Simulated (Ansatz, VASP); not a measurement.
Two plane-wave programs on SrV

```xyz
2
Lattice="3.9932 0.0000 0.0000 0.0000 3.9932 0.0000 0.0000 0.0000 3.9932" Properties=species:S:1:pos:R:3 pbc="T T T"
Sr    0.0000    0.0000    0.0000
V     1.9966    1.9966    1.9966
```

Alike in both runs: functional PBE; k mesh 14 × 14 × 14; occupations gaussian, width 0.1 eV; collinear spin.

Ansatz relaxed the structure, and its values are those at the end. VASP's run is a single point on that final structure, the one shown.

|  | VASP | Ansatz |
| --- | --- | --- |
| version | VASP 6.6.1 | Ansatz 0.2.0 |
| potentials or method | VASP PAW PBE potentials, release 64 (Sr_sv, V_sv), cutoff 520 eV | scalar-relativistic, plane waves, PAW |
| valence electrons in the cell | 23 | 23 |

Ansatz gave:

* gap on the k mesh at the Fermi level (eV): none
* pressure (GPa): 0.0
* net moment per atom (μB): 2.33
* size of the moment on the site where the two differ most (μB): 3.49

Q: What did VASP give for the same quantities?

A: gap on the k mesh at the Fermi level (eV): none; pressure (GPa): 0.1; net moment per atom (μB): 2.33; size of the moment on the site where the two differ most (μB): 3.05.

Site moments also hang on the region over which each program counts them. A gap of «none» marks a metal or a gap that the smearing closes. Ansatz's warnings: given moment on shells.
